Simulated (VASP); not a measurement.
# AlH5 (P-6m2) in VASP: relaxation of cell and atoms with PBE

Aim: the relaxation of cell and atoms of AlH5 with PBE.

Program: VASP 6.6.1. These are calculated values, not measurements. Logs are shortened: lines on timing, memory, paths and dates and some standing lists are left out, and cuts for length are marked.

### 1 The cell of the first run

Symmetry: P-6m2, No. 187, hexagonal system. The conventional cell has a = 3.192 Å, b = 3.192 Å, c = 6.392 Å, α = 90.00°, β = 90.00°, γ = 120.00°. Within 4.2 Å of Al (site symmetry -6m2) lie 6 Al at 3.19 Å and 30 H at 3.26 to 4.15 Å. Within 1.6 Å of H (site symmetry -6m2) lie 3 H at 1.20 Å. H (site symmetry mm2) has 3 H at 1.11 to 1.20 Å within 1.5 Å. Within 2.2 Å of H (site symmetry -6m2) lie 9 H at 1.62 to 1.84 Å.

The cell was generated, and may not be a known phase.

### 2 Relaxation of cell and atoms, PBE

Contents of INCAR:

```
PREC     = Accurate       # precision mode
ENCUT    = 1230           # plane-wave cutoff, eV
EDIFF    = 1E-7           # SCF threshold, eV
ISMEAR   = 0              # smearing method
SIGMA    = 0.1            # smearing width, eV
LREAL    = F              # projectors in reciprocal space
LASPH    = T              # aspherical terms in the spheres
NELM     = 120            # most SCF steps
ALGO     = Normal         # electronic algorithm
ISIF     = 3              # what is computed and relaxed
LWAVE    = F              # write WAVECAR
LCHARG   = F              # write CHGCAR
GGA      = PE             # functional
IBRION   = 2              # ionic algorithm
NSW      = 90             # ionic steps
EDIFFG   = -0.04          # ionic threshold
GGA_COMPAT= F            
NELMIN   = 4
```

Contents of KPOINTS:

```
Automatic mesh
0
Gamma
  6 6 4
```

Contents of POSCAR:

```
AlH5
1.0
    3.1918482000      0.0000000000      0.0000000000
   -1.5959241000      2.7642216300      0.0000000000
    0.0000000000      0.0000000000      6.3922721000
Al H
1 5
Direct
    0.3333333300      0.6666666700      0.0000000000
    0.6666666700      0.3333333300      0.5000000000
    0.4495949100      0.5504050900      0.5000000000
    0.4495949100      0.8991898100      0.5000000000
    0.1008101900      0.5504050900      0.5000000000
    0.0000000000      0.0000000000      0.5000000000
```

Potentials or basis: VASP PAW PBE potentials, release 64 (Al, H_h).

On the command line:

```sh
> cat potpaw_PBE.64/Al/POTCAR potpaw_PBE.64/H_h/POTCAR > POTCAR
> mpirun -np 1 vasp_std > vasp.out
```

OUTCAR:

```text
PREC = Accurate
   ENCUT = 1230
   EDIFF = 1E-7
   ISMEAR = 0
   LREAL = F
   LASPH = T
   NELM = 120
   ISIF = 3
   GGA = PE
   IBRION = 2
   NSW = 90
   EDIFFG = -0.04
   NELMIN = 4

 ion  position               nearest neighbor table
   1  0.333  0.667  0.000-
   2  0.667  0.333  0.500-
   3  0.450  0.550  0.500-
   4  0.450  0.899  0.500-
   5  0.101  0.550  0.500-
   6  0.000  0.000  0.500-

  LATTYP: Found a hexagonal cell.
 ALAT       =     3.1918482000
 C/A-ratio  =     2.0026867506

  Lattice vectors:

 A1 = (   3.1918482000,   0.0000000000,   0.0000000000)
 A2 = (  -1.5959241000,   2.7642216300,   0.0000000000)
 A3 = (   0.0000000000,   0.0000000000,   6.3922721000)

Analysis of symmetry for initial positions (statically):
=====================================================================
 Subroutine PRICEL returns:
 Original cell was already a primitive cell.

 Routine SETGRP: Setting up the symmetry group for a
 hexagonal supercell.

 Subroutine GETGRP returns: Found 12 space group operations
 (whereof 12 operations were pure point group operations)
 out of a pool of 24 trial point group operations.

The static configuration has the point symmetry D_3h.

Analysis of symmetry for dynamics (positions and initial velocities):
=====================================================================
 Subroutine PRICEL returns:
 Original cell was already a primitive cell.

 Routine SETGRP: Setting up the symmetry group for a
 hexagonal supercell.

 Subroutine GETGRP returns: Found 12 space group operations
 (whereof 12 operations were pure point group operations)
 out of a pool of 24 trial point group operations.

The dynamic configuration has the point symmetry D_3h.

 Subroutine INISYM returns: Found 12 space group operations
 (whereof 12 operations are pure point group operations),
 and found     1 'primitive' translations

----------------------------------------------------------------------------------------

                                     Primitive cell

  volume of cell :      56.3989

  direct lattice vectors                    reciprocal lattice vectors
     3.191848200  0.000000000  0.000000000     0.313298107  0.180882746  0.000000000
    -1.595924100  2.764221630  0.000000000     0.000000000  0.361765493  0.000000000
     0.000000000  0.000000000  6.392272100     0.000000000  0.000000000  0.156438898

[... 76 lines left out ...]
   NGXF,Y,Z  is equivalent  to a cutoff of  41.67, 41.67, 41.61 a.u.
 SYSTEM =  unknown system
   PREC   = accura    normal or accurate (medium, high low for compatibility)
   ISTART =      0    job   : 0-new  1-cont  2-samecut
   ICHARG =      2    charge: 1-file 2-atom 10-const
   ISPIN  =      1    spin polarized calculation?
   LNONCOLLINEAR =      F non collinear calculations
   LSORBIT =      F    spin-orbit coupling
   LASPH  =      T    aspherical Exc in radial PAW
   ENCUT  = 1230.0 eV  90.40 Ry    9.51 a.u.   9.13  9.13 18.28*2*pi/ulx,y,z
   NELM   =    120;   NELMIN=  4; NELMDL= -5     # of ELM steps
   EDIFF  = 0.1E-06   stopping-criterion for ELM
   LREAL  =      F    real-space projection
   EDIFFG = -.4E-01   stopping-criterion for IOM
   NSW    =     90    number of steps for IOM
   IBRION =      2    ionic relax: 0-MD 1-quasi-New 2-CG
   NFREE  =      1    steps in history (QN), initial steepest desc. (CG)
   ISIF   =      3    stress and relaxation
   ISYM   =      2    0-nonsym 1-usesym 2-fastsym
   POTIM  = 0.5000    time-step for ionic-motion
   TEBEG  =    0.0;   TEEND  =   0.0 temperature during run
   PSTRESS=    0.0 pullay stress
   NELECT =       8.0000    total number of electrons
   NUPDOWN=      -1.0000    fix difference up-down
   EMIN   =  10.00;   EMAX   =-10.00  energy-range for DOS
   EFERMI =   0.00;   METHOD = LEGACY
   ISMEAR =     0;   SIGMA  =   0.10  broadening in eV -4-tet -1-fermi 0-gaus
   EFERMI_NEDOS =   21; number of points for ismear=-14 and -15
   IALGO  =     38    algorithm
   IMIX   =      4    mixing-type and parameters
     AMIX     =   0.40;   BMIX     =  1.00
     AMIX_MAG =   1.60;   BMIX_MAG =  1.00
  volume/ion in A,a.u.               =       9.40        63.43
  Fermi-wavevector in a.u.,A,eV,Ry     =   0.853784  1.613418  9.917929  0.728947
  Thomas-Fermi vector in A             =   1.970280
   LORBIT       =      0    0 simple, 1 ext, 2 COOP (PROOUT), +10 PAW based schemes
   GGA     = PE    functional components
   LHFCALC =     F    Hartree Fock is set to
   AEXX    =    0.0000 exact exchange contribution
   IVDW    =     0    specifies the selected vdW correction
   LEPSILON=     F    determine dielectric tensor
   LRPA    =     F    only Hartree local field effects (RPA)
 conjugate gradient relaxation of ions
 non-spin polarized calculation
 Gauss-broadening in eV      SIGMA  =   0.10
  energy-cutoff  :     1230.00
  volume of cell :       56.40
 maximum number of plane-waves:      5562
 NGX is ok and might be reduce to    40
   NGX = 19   NGY = 19   NGZ = 37

--------------------------------------- Ionic step        1  -------------------------------------------

 number of electron       8.0000000 magnetization

 Free energy of the ion-electron system (eV)
  ---------------------------------------------------
  ext. energy  EPLUGINS =         0.00000000
  ---------------------------------------------------
  free energy    TOTEN  =       -15.04768337 eV

  energy without entropy =      -15.02936504  energy(sigma->0) =      -15.03852421

------------------------ aborting loop because EDIFF is reached ----------------------------------------

  FORCE on cell =-STRESS in cart. coord.  units (eV):
  Direction    XX          YY          ZZ          XY          YZ          ZX
  --------------------------------------------------------------------------------------
  -------------------------------------------------------------------------------------
  Total       -1.7350881     -1.7350881     -0.5054983      0.0000000      0.0000000      0.0000000
  in kB      -49.2903340    -49.2903342    -14.3601820      0.0000000      0.0000000      0.0000000
  external PRESSURE =     -37.6469500 kB  Pullay stress =       0.0000000 kB
[... 187 lines left out ...]
--------------------------------------- Ionic step        6  -------------------------------------------

 number of electron       8.0000000 magnetization

 Free energy of the ion-electron system (eV)
  ---------------------------------------------------
  ext. energy  EPLUGINS =         0.00000000
  ---------------------------------------------------
  free energy    TOTEN  =       -15.14770716 eV

  energy without entropy =      -15.12775037  energy(sigma->0) =      -15.13772876

 E-fermi :   2.2670     XC(G=0):  -8.5054

 val. band max:        2.2279728712   @ k =   0.3333   0.1667   0.5000
 cond. band min:       2.2791412696   @ k =   0.1667   0.0000   0.5000
 fundamental gap:      0.0511683983
 Fermi energy:         2.2669821746

 k-point     1 :       0.0000    0.0000    0.0000
  band No.  band energies     occupation
      1     -11.9203      2.00000
      2      -5.1006      2.00000
      3       0.0952      2.00000
      4       6.3033      0.00000
      5       6.8347      0.00000
      6       7.7307      0.00000
      7       7.7307      0.00000
      8       9.0079      0.00000
[... 251 lines left out ...]
  FREE ENERGIE OF THE ION-ELECTRON SYSTEM (eV)
  ---------------------------------------------------
  free  energy   TOTEN  =       -15.1477071610 eV

  energy  without entropy=      -15.1277503670  energy(sigma->0) =      -15.13772876

 reached required accuracy - stopping structural energy minimisation
```

OSZICAR:

```text
N       E                     dE             d eps       ncg     rms          rms(c)
DAV:   1     0.142410748932E+02    0.14241E+02   -0.47775E+03   336   0.151E+03
DAV:   2    -0.144037868880E+02   -0.28645E+02   -0.27925E+02   536   0.969E+01
DAV:   3    -0.157321183551E+02   -0.13283E+01   -0.13192E+01   400   0.326E+01
[... 67 lines left out ...]
DAV:   8    -0.151477095859E+02    0.17285E-03   -0.11223E-04   360   0.386E-02    0.998E-03
DAV:   9    -0.151477080944E+02    0.14914E-05   -0.23052E-06   400   0.131E-02    0.624E-03
DAV:  10    -0.151477075476E+02    0.54680E-06   -0.11940E-07   288   0.164E-03    0.399E-03
DAV:  11    -0.151477071843E+02    0.36327E-06   -0.51246E-07   368   0.254E-03    0.981E-04
DAV:  12    -0.151477071610E+02    0.23349E-07   -0.16209E-08   168   0.876E-04
   6 F= -.15147707E+02 E0= -.15137729E+02  d E =-.204906E-01
```

CONTCAR:

```text
AlH5
   1.00000000000000
     3.0284423531078204   -0.0000000000000000    0.0000000000000000
    -1.5142211765539102    2.6227080148880511   -0.0000000000000000
     0.0000000000000000   -0.0000000000000000    6.2429850786032430
  Al              H
     1     5
Direct
     0.3333333300000021    0.6666666699999979    1.0000000000000000
     0.6666666699999979    0.3333333300000021    0.5000000000000000
     0.4560869307050017    0.5439130692950253    0.5000000000000000
     0.4560869307049747    0.9121738514099486    0.5000000000000000
     0.0878261485900245    0.5439130692950253    0.5000000000000000
     0.0000000000000000    0.0000000000000000    0.5000000000000000

  0.00000000E+00  0.00000000E+00  0.00000000E+00
  0.00000000E+00  0.00000000E+00  0.00000000E+00
  0.00000000E+00  0.00000000E+00  0.00000000E+00
  0.00000000E+00  0.00000000E+00  0.00000000E+00
  0.00000000E+00  0.00000000E+00  0.00000000E+00
  0.00000000E+00  0.00000000E+00  0.00000000E+00
```

It took 2.8 min on 1 thread of Intel Xeon Platinum 8488C (Sapphire Rapids), shared host; peak memory 0.38 GiB.

Results:

```
Free energy                           : -15.1477 eV
Relaxed volume                        : 8.26 Å³/atom
Relaxed cell                          : a = 3.028 Å, b = 3.028 Å, c = 6.243 Å, α = 90.00°, β = 90.00°, γ = 120.00°
Space group after relaxing (to 0.1 Å) : P-6m2 (No. 187)
Energy gained by relaxing             : 16.7 meV/atom
Ionic steps                           : 6
Pressure after relaxing               : 0.2 GPa
Largest force after relaxing          : 0.018 eV/Å
Band gap on the k mesh                : zero (bands 4 and 5 overlap by 4.61 eV)
```

Forces on the atoms (eV/Å):
```
Al   0.000  0.000  0.000
H    0.000  0.000  0.000
H    0.015 -0.009  0.000
H    0.000  0.018  0.000
H   -0.015 -0.009  0.000
H    0.000  0.000  0.000
```

Stress tensor (GPa, compression positive):
```
 0.57  0.00  0.00
 0.00  0.57  0.00
 0.00  0.00 -0.56
```

The path:
```csv
step,energy change (eV),largest force (eV/Å),pressure (GPa),volume (Å³)
1,0.0000,0.0485,-3.76,56.40
2,-0.0440,0.0609,-2.91,54.61
3,-0.0790,0.2606,-0.77,51.82
4,-0.0795,0.2971,-0.37,51.39
5,-0.0939,0.1651,-0.15,50.56
6,-0.1000,0.0178,0.19,49.59
```

Final structure:
```
Al H
1.0
     3.02844    0.00000    0.00000
    -1.51422    2.62271    0.00000
     0.00000    0.00000    6.24299
Al H
1 5
Direct
  0.33333 0.66667 0.00000
  0.66667 0.33333 0.50000
  0.45609 0.54391 0.50000
  0.45609 0.91217 0.50000
  0.08783 0.54391 0.50000
  0.00000 0.00000 0.50000
```

Levels at points of the mesh, in eV from the Fermi level:
```
           k point  band 1  band 2  band 3  band 4  band 5  band 6  band 7  band 8
(0.00, 0.00, 0.00)  -14.19   -7.37   -2.17    4.04    4.57    5.46    5.46    6.74
(0.50, 0.00, 0.00)   -9.94   -7.86   -2.16   -2.07    0.76    2.35    3.12    3.85
(0.00, 0.00, 0.50)  -14.17   -7.58   -0.79    2.17    4.15    4.57    5.47    5.47
(0.50, 0.00, 0.50)   -9.93   -7.85   -2.38   -2.25    0.72    3.15    3.49    5.36
```

Caveat: the k points lie up to 0.40 Å⁻¹ apart in the final cell, too coarse for converged energies and pressures of a metal.

The gap in the log of VASP goes by the Fermi energy; the results here count the filled bands.